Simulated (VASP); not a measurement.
# TiSi2: single point with PBE

Crystal: TiSi2.

```xyz
6
Lattice="0.0000 4.1352 4.2796 2.4039 0.0000 4.2796 2.4039 4.1352 0.0000" Properties=species:S:1:pos:R:3 pbc="T T T"
Ti    3.6250    6.2028    6.4194
Ti    2.4231    4.1352    4.2796
Si    1.1855    0.7181    2.1061
Si    1.1855    3.4171    2.1735
Si    2.3875    1.3495    4.2459
Si    2.3875    6.9208    4.3133
```

This cell differs from its parent crystal: mode 4 (183.3 1/cm) frozen in, largest displacement +0.037 Å.

- Program: VASP 6.6.1
- Task: single point
- Functional: PBE
- Potentials or basis: VASP PAW PBE potentials, release 64 (Ti_sv, Si)
- Cutoff: 520 eV
- k mesh: 14 × 14 × 14
- Occupations: gaussian, width 0.15 eV
- Spin: no spin polarisation
- Dipole correction: no
- Further INCAR settings: ALGO = Normal; EDIFF = 1e-07; NBANDS = 29

```
Pressure               : 0.0 GPa
Largest force          : 0.130 eV/Å
Band gap on the k mesh : zero (band 20 reaches 10.71 eV, above the bottom of band 21 at 8.88 eV)
```

Forces on the atoms (eV/Å):
```
Ti  -0.114  0.000  0.000
Ti  -0.114  0.000  0.000
Si   0.057  0.000  0.117
Si   0.057  0.000 -0.117
Si   0.057  0.000  0.117
Si   0.057  0.000 -0.117
```

Stress tensor (GPa, compression positive):
```
 0.01  0.00  0.00
 0.00 -0.24  0.00
 0.00  0.00  0.26
```

Levels at points of the mesh, in eV from the Fermi level:
| k point | band 16 | band 17 | band 18 | band 19 | band 20 | band 21 | band 22 | band 23 | band 24 | band 25 |
| --- | --- | --- | --- | --- | --- | --- | --- | --- | --- | --- |
| (0.00, 0.00, 0.00) | -2.50 | -2.24 | -2.06 | -1.78 | -1.36 | -0.91 | 2.03 | 3.05 | 3.23 | 3.38 |
| (0.50, 0.00, 0.00) | -2.46 | -1.91 | -1.05 | -0.02 | 0.15 | 0.97 | 1.35 | 1.67 | 2.20 | 2.58 |
| (0.50, 0.50, 0.00) | -2.92 | -1.57 | -1.57 | -0.96 | -0.96 | 0.75 | 0.75 | 3.16 | 3.16 | 3.38 |
| (0.50, 0.00, 0.50) | -2.43 | -2.27 | -2.27 | -0.86 | -0.86 | 1.26 | 1.26 | 3.21 | 3.21 | 3.32 |
| (0.00, 0.50, 0.50) | -1.23 | -1.14 | -1.14 | -0.65 | -0.65 | 0.85 | 0.85 | 2.24 | 2.24 | 3.02 |

It took 32 min on 1 thread of Intel Xeon 6975P-C, with other jobs on the host, peak memory 0.89 GiB.

Caveat: the cell differs from its parent crystal (mode 4 (183.3 1/cm) frozen in, largest displacement +0.037 Å).
